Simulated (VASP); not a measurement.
# Re (P6_3/mmc) in VASP: notebook, part 2 of 3

VASP 6.6.1. The steps go on from the part before.

## Step 3: Electric field gradients, PBEsol (12.70 Å³/atom)

File INCAR:

```
SYSTEM = Re
PREC = Accurate
ENCUT = 520
EDIFF = 1E-8
ISMEAR = -1
SIGMA = 0.05
LREAL = .False.
LASPH = .True.
NELM = 80
ALGO = Normal
ISIF = 2
LWAVE = .False.
LCHARG = .False.
GGA = PS
LEFG = .True.
NBANDS = 14
```

File KPOINTS:

```
regular mesh
0
Gamma
  18 18 10
  0 0 0
```

File POSCAR:

```
Re
1.0
    2.6371536987      0.0000000000      0.0000000000
   -1.3185768494      2.2838420967      0.0000000000
    0.0000000000      0.0000000000      4.2167694387
Re
2
Direct
    0.3333333333      0.6666666667      0.2500000000
    0.6666666667      0.3333333333      0.7500000000
```

Potentials or basis: VASP PAW PBE potentials, release 64 (Re).

The run is started by

```bash
> cat potpaw_PBE.64/Re/POTCAR > POTCAR
> mpirun -np 1 vasp_std > vasp.out
```

OUTCAR:

```text
SYSTEM = Re
   PREC = Accurate
   ENCUT = 520
   EDIFF = 1E-8
   ISMEAR = -1
   LREAL = .False.
   LASPH = .True.
   NELM = 80
   ISIF = 2
   GGA = PS

 ion  position               nearest neighbor table
   1  0.333  0.667  0.250-   2 2.60   2 2.60   2 2.60   2 2.60   2 2.60   2 2.60
   2  0.667  0.333  0.750-   1 2.60   1 2.60   1 2.60   1 2.60   1 2.60   1 2.60

  LATTYP: Found a hexagonal cell.
 ALAT       =     2.6371536987
 C/A-ratio  =     1.5989850879

  Lattice vectors:

 A1 = (   2.6371536987,   0.0000000000,   0.0000000000)
 A2 = (  -1.3185768494,   2.2838420967,   0.0000000000)
 A3 = (   0.0000000000,   0.0000000000,   4.2167694387)

Analysis of symmetry for initial positions (statically):
=====================================================================
 Subroutine PRICEL returns:
 Original cell was already a primitive cell.

 Routine SETGRP: Setting up the symmetry group for a
 hexagonal supercell.

 Subroutine GETGRP returns: Found 24 space group operations
 (whereof 12 operations were pure point group operations)
 out of a pool of 24 trial point group operations.

The static configuration has the point symmetry D_3d.
 The point group associated with its full space group is D_6h.

Analysis of symmetry for dynamics (positions and initial velocities):
=====================================================================
 Subroutine PRICEL returns:
 Original cell was already a primitive cell.

 Routine SETGRP: Setting up the symmetry group for a
 hexagonal supercell.

 Subroutine GETGRP returns: Found 24 space group operations
 (whereof 12 operations were pure point group operations)
 out of a pool of 24 trial point group operations.

The dynamic configuration has the point symmetry D_3d.
 The point group associated with its full space group is D_6h.

 Subroutine INISYM returns: Found 24 space group operations
 (whereof 12 operations are pure point group operations),
 and found     1 'primitive' translations

----------------------------------------------------------------------------------------

                                     Primitive cell

  volume of cell :      25.3969

  direct lattice vectors                    reciprocal lattice vectors
     2.637153699  0.000000000  0.000000000     0.379196708  0.218929321  0.000000000
    -1.318576849  2.283842097  0.000000000     0.000000000  0.437858642  0.000000000
     0.000000000  0.000000000  4.216769439     0.000000000  0.000000000  0.237148370

  length of vectors
     2.637153699  2.637153699  4.216769439     0.437858642  0.437858642  0.237148370

  position of ions in fractional coordinates (direct lattice)
     0.333333333  0.666666667  0.250000000
     0.666666667  0.333333333  0.750000000

  ion indices of the primitive-cell ions
   primitive index   ion index
                 1           1
                 2           2

----------------------------------------------------------------------------------------
[... 87 lines left out ...]
   IALGO  =     38    algorithm
   IMIX   =      4    mixing-type and parameters
     AMIX     =   0.40;   BMIX     =  1.00
     AMIX_MAG =   1.60;   BMIX_MAG =  1.00
  volume/ion in A,a.u.               =      12.70        85.69
  Fermi-wavevector in a.u.,A,eV,Ry     =   1.342323  2.536623 24.515402  1.801831
  Thomas-Fermi vector in A             =   2.470486
   LORBIT       =      0    0 simple, 1 ext, 2 COOP (PROOUT), +10 PAW based schemes
   GGA     = PS    functional components
   LHFCALC =     F    Hartree Fock is set to
   AEXX    =    0.0000 exact exchange contribution
   IVDW    =     0    specifies the selected vdW correction
   LEPSILON=     F    determine dielectric tensor
   LRPA    =     F    only Hartree local field effects (RPA)
 non-spin polarized calculation
  energy-cutoff  :      520.00
  volume of cell :       25.40
 maximum number of plane-waves:       705
 NGX is ok and might be reduce to    20
   NGX =  9   NGY =  9   NGZ = 15

 number of electron      14.0000001 magnetization

 Free energy of the ion-electron system (eV)
  ---------------------------------------------------
  ext. energy  EPLUGINS =         0.00000000
  ---------------------------------------------------
  free energy    TOTEN  =       -25.97893374 eV

  energy without entropy =      -25.96767997  energy(sigma->0) =      -25.97330686

 E-fermi :   9.6396     XC(G=0): -14.6355

 val. band max:        9.6100407111   @ k =   0.3333   0.0556   0.4000
 cond. band min:       9.6451140271   @ k =   0.0556   0.0556   0.1000
 fundamental gap:      0.0350733160
 Fermi energy:         9.6396336296

 k-point     1 :       0.0000    0.0000    0.0000
  band No.  band energies     occupation
      1      -1.2593      2.00000
      2       1.8407      2.00000
      3       7.5886      2.00000
      4       7.5886      2.00000
      5       7.7826      2.00000
      6       8.6896      2.00000
      7       8.6896      2.00000
      8       9.7141      0.36789
      9       9.7141      0.36789
     10      10.8391      0.00000
     11      13.7297      0.00000
     12      13.7297      0.00000
     13      21.8029      0.00000
     14      23.9191      0.00000
[... 377 lines left out ...]
      1       2.8913      2.00000
      2       3.3180      2.00000
      3       3.3485      2.00000
      4       6.9586      2.00000
      5       7.1768      2.00000
      6       8.1185      2.00000
      7       8.9994      1.99999
      8      13.6176      0.00000
      9      14.2953      0.00000
     10      14.8464      0.00000
     11      16.6040      0.00000
     12      19.7765      0.00000
     13      21.6336      0.00000
     14      22.2965      0.00000

 [... further k-points ...]

------------------------ aborting loop because EDIFF is reached ----------------------------------------

  FORCE on cell =-STRESS in cart. coord.  units (eV):
  Direction    XX          YY          ZZ          XY          YZ          ZX
  --------------------------------------------------------------------------------------
  -------------------------------------------------------------------------------------
  Total       11.3389495     11.3389495     12.5038650     -0.0000000      0.0000000      0.0000000
  in kB      715.3227391    715.3227391    788.8119582     -0.0000000      0.0000000      0.0000000
  external PRESSURE =     739.8191454 kB  Pullay stress =       0.0000000 kB

 VOLUME and BASIS-vectors are now :
 -----------------------------------------------------------------------------
  energy-cutoff  :      520.00
  volume of cell :       25.40
      direct lattice vectors                 reciprocal lattice vectors
     2.637153699  0.000000000  0.000000000     0.379196708  0.218929321  0.000000000
    -1.318576849  2.283842097  0.000000000     0.000000000  0.437858642  0.000000000
     0.000000000  0.000000000  4.216769439     0.000000000  0.000000000  0.237148370

 POSITION                                       TOTAL-FORCE (eV/Angst)
 -----------------------------------------------------------------------------------
     -0.00000      1.52256      1.05419         0.000000      0.000000      0.000000
      1.31858      0.76128      3.16258        -0.000000     -0.000000      0.000000
 -----------------------------------------------------------------------------------
    total drift:                                0.000000      0.000000     -0.000000

  FREE ENERGIE OF THE ION-ELECTRON SYSTEM (eV)
  ---------------------------------------------------
  free  energy   TOTEN  =       -25.9789337422 eV

  energy  without entropy=      -25.9676799712  energy(sigma->0) =      -25.97330686

 Electric field gradients (V/A^2)
---------------------------------------------------------------------
 ion       V_xx      V_yy      V_zz      V_xy      V_xz      V_yz
---------------------------------------------------------------------
   1      52.852    52.853  -105.705     0.000     0.000    -0.000
   2      52.852    52.853  -105.705     0.000    -0.000     0.000
---------------------------------------------------------------------

 Electric field gradients after diagonalization (V/A^2)
 (convention: |V_zz| > |V_xx| > |V_yy|)
----------------------------------------------------------------------
 ion       V_xx      V_yy      V_zz     asymmetry (V_yy - V_xx)/ V_zz
----------------------------------------------------------------------
   1      52.853    52.852  -105.705       0.000
   2      52.853    52.852  -105.705       0.000
----------------------------------------------------------------------

           NMR quadrupolar parameters

 Cq : quadrupolar parameter    Cq=e*Q*V_zz/h
 eta: asymmetry parameters     (V_yy - V_xx)/ V_zz
 Q  : nuclear electric quadrupole moment in mb (millibarn)
----------------------------------------------------------------------
 ion       Cq(MHz)       eta       Q (mb)
----------------------------------------------------------------------
   1      -0.256       0.000       1.000
   2      -0.256       0.000       1.000
----------------------------------------------------------------------
```

OSZICAR:

```text
N       E                     dE             d eps       ncg     rms          rms(c)
DAV:   1     0.208292855829E+02    0.20829E+02   -0.69823E+03 12424   0.129E+03
DAV:   2    -0.263112042618E+02   -0.47140E+02   -0.42036E+02 10258   0.305E+02
DAV:   3    -0.272392151054E+02   -0.92801E+00   -0.91462E+00  9312   0.413E+01
DAV:   4    -0.272475861211E+02   -0.83710E-02   -0.83647E-02  9776   0.255E+00
DAV:   5    -0.272477428566E+02   -0.15674E-03   -0.15672E-03  9298   0.626E-01    0.585E+01
DAV:   6    -0.263666260700E+02    0.88112E+00   -0.43927E-01 10802   0.168E+01    0.290E+01
DAV:   7    -0.259859213889E+02    0.38070E+00   -0.46770E-01 10850   0.168E+01    0.426E-01
DAV:   8    -0.259799490562E+02    0.59723E-02   -0.57822E-03 10410   0.791E-01    0.308E-01
DAV:   9    -0.259789169190E+02    0.10321E-02   -0.52599E-04 10558   0.294E-01    0.450E-02
DAV:  10    -0.259789375741E+02   -0.20655E-04   -0.80032E-05 10394   0.135E-01    0.190E-02
DAV:  11    -0.259789338560E+02    0.37181E-05   -0.12096E-06 10582   0.178E-02    0.216E-03
DAV:  12    -0.259789337392E+02    0.11676E-06   -0.25715E-08  7738   0.292E-03    0.420E-04
DAV:  13    -0.259789337422E+02   -0.29759E-08   -0.36796E-09  5268   0.159E-03
   1 F= -.25978934E+02 E0= -.25973307E+02  d E =-.112538E-01
```

Run time: 2.9 min. Hardware: 1 thread of Intel Xeon 8259CL, shared host; peak memory 0.19 GiB.

Results:

- Free energy: -25.9789 eV
- Pressure: 74.0 GPa
- Band gap on the k mesh: zero (bands 7 and 8 overlap by 4.27 eV)
- Largest electric field gradient by atom: Re -105.7 V/Å²

Electric field gradients, principal values (V/Å²):
| atom | least | middle | greatest (by size) |
| --- | --- | --- | --- |
| 1 Re | 52.852 | 52.853 | -105.705 |
| 2 Re | 52.852 | 52.853 | -105.705 |

Caveat: the stress differs along the axes, from 72 to 79 GPa; without QUAD_EFG the Cq values of the log hold for a quadrupole moment of 1 mb, not for the nuclei; the PAW data sets were made with another functional, which shifts forces and pressure a little; spin-orbit coupling is left out, which moves the levels of the heavy elements.

## Step 4: Electric field gradients, PBEsol (12.94 Å³/atom)

This run uses another cell than the first one, of 12.94 Å³/atom.

File INCAR:

```
  PREC = Accurate
  ENCUT = 520
  EDIFF = 1E-8
  ISMEAR = -1
  SIGMA = 0.05
  LREAL = F
  LASPH = T
  NELM = 60
  ALGO = Normal
  ISIF = 2
  LWAVE = F
  LCHARG = F
  GGA = PS
  LEFG = T
  NBANDS = 14
```

File KPOINTS:

```
Automatic mesh
0
Gamma
  18 18 10
```

File POSCAR:

```
Re
1.0
    2.6539513089      0.0000000000      0.0000000000
   -1.3269756545      2.2983892539      0.0000000000
    0.0000000000      0.0000000000      4.2436285669
Re
2
Direct
    0.3333333333      0.6666666667      0.2500000000
    0.6666666667      0.3333333333      0.7500000000
```

Potentials or basis: VASP PAW PBE potentials, release 64 (Re).

The run is started by

```bash
> cat potpaw_PBE.64/Re/POTCAR > POTCAR
> mpirun -np 1 vasp_std > vasp.out
```

OUTCAR:

```text
PREC = Accurate
   ENCUT = 520
   EDIFF = 1E-8
   ISMEAR = -1
   LREAL = F
   LASPH = T
   NELM = 60
   ISIF = 2
   GGA = PS

 ion  position               nearest neighbor table
   1  0.333  0.667  0.250-   2 2.62   2 2.62   2 2.62   2 2.62   2 2.62   2 2.62
   2  0.667  0.333  0.750-   1 2.62   1 2.62   1 2.62   1 2.62   1 2.62   1 2.62

  LATTYP: Found a hexagonal cell.
 ALAT       =     2.6539513089
 C/A-ratio  =     1.5989850879

  Lattice vectors:

 A1 = (   2.6539513089,   0.0000000000,   0.0000000000)
 A2 = (  -1.3269756545,   2.2983892539,   0.0000000000)
 A3 = (   0.0000000000,   0.0000000000,   4.2436285669)

Analysis of symmetry for initial positions (statically):
=====================================================================
 Subroutine PRICEL returns:
 Original cell was already a primitive cell.

 Routine SETGRP: Setting up the symmetry group for a
[... 599 lines left out ...]
  energy-cutoff  :      520.00
  volume of cell :       25.89
      direct lattice vectors                 reciprocal lattice vectors
     2.653951309  0.000000000  0.000000000     0.376796664  0.217543655  0.000000000
    -1.326975654  2.298389254  0.000000000     0.000000000  0.435087311  0.000000000
     0.000000000  0.000000000  4.243628567     0.000000000  0.000000000  0.235647391

 POSITION                                       TOTAL-FORCE (eV/Angst)
 -----------------------------------------------------------------------------------
     -0.00000      1.53226      1.06091         0.000000     -0.000000      0.000000
      1.32698      0.76613      3.18272        -0.000000      0.000000      0.000000
 -----------------------------------------------------------------------------------
    total drift:                               -0.000000     -0.000000     -0.000000

  FREE ENERGIE OF THE ION-ELECTRON SYSTEM (eV)
  ---------------------------------------------------
  free  energy   TOTEN  =       -26.1847533707 eV

  energy  without entropy=      -26.1731841163  energy(sigma->0) =      -26.17896874

 Electric field gradients (V/A^2)
---------------------------------------------------------------------
 ion       V_xx      V_yy      V_zz      V_xy      V_xz      V_yz
---------------------------------------------------------------------
   1      51.966    51.966  -103.931     0.000     0.000    -0.000
   2      51.966    51.966  -103.931     0.000    -0.000     0.000
---------------------------------------------------------------------

 Electric field gradients after diagonalization (V/A^2)
 (convention: |V_zz| > |V_xx| > |V_yy|)
----------------------------------------------------------------------
 ion       V_xx      V_yy      V_zz     asymmetry (V_yy - V_xx)/ V_zz
----------------------------------------------------------------------
   1      51.966    51.965  -103.931       0.000
   2      51.966    51.965  -103.931       0.000
----------------------------------------------------------------------

           NMR quadrupolar parameters

 Cq : quadrupolar parameter    Cq=e*Q*V_zz/h
 eta: asymmetry parameters     (V_yy - V_xx)/ V_zz
 Q  : nuclear electric quadrupole moment in mb (millibarn)
----------------------------------------------------------------------
 ion       Cq(MHz)       eta       Q (mb)
----------------------------------------------------------------------
   1      -0.251       0.000       1.000
   2      -0.251       0.000       1.000
----------------------------------------------------------------------
```

stdout:

```text
POSCAR found type information on POSCAR Re
 POSCAR found :  1 types and       2 ions
 scaLAPACK will be used
 -----------------------------------------------------------------------------
|                                                                             |
|                                                                             |
|     You enforced a specific xc type in the INCAR file but a different       |
|     I HOPE YOU KNOW WHAT YOU ARE DOING!                                     |
|                                                                             |
 -----------------------------------------------------------------------------

 LDA part: xc-table for (Slater+PW92), standard interpolation
 POSCAR, INCAR and KPOINTS ok, starting setup
 FFT: planning ... GRIDC
 FFT: planning ... GRID_SOFT
 FFT: planning ... GRID
 WAVECAR not read
 entering main loop
ion   1

ion   2
```

It took 2.9 min on 1 thread of Intel Xeon 8259CL, shared host; peak memory 0.19 GiB.

Results:

```yaml
Free_energy: -26.1848 eV
Pressure: 61.1 GPa
Band_gap_on_the_k_mesh: zero (bands 7 and 8 overlap by 4.11 eV)
Largest_electric_field_gradient_by_atom: Re -103.9 V/Å²
```

Electric field gradients, principal values (V/Å²):
```tsv
atom	least	middle	greatest (by size)
1 Re	51.965	51.966	-103.931
2 Re	51.965	51.966	-103.931
```

Caveat: the stress differs along the axes, from 59 to 66 GPa; without QUAD_EFG the Cq values of the log hold for a quadrupole moment of 1 mb, not for the nuclei; the PAW data sets were made with another functional, which shifts forces and pressure a little; spin-orbit coupling is left out, which moves the levels of the heavy elements.

[end of part 2 of 3]

The gap in the log of VASP goes by the Fermi energy; the results here count the filled bands.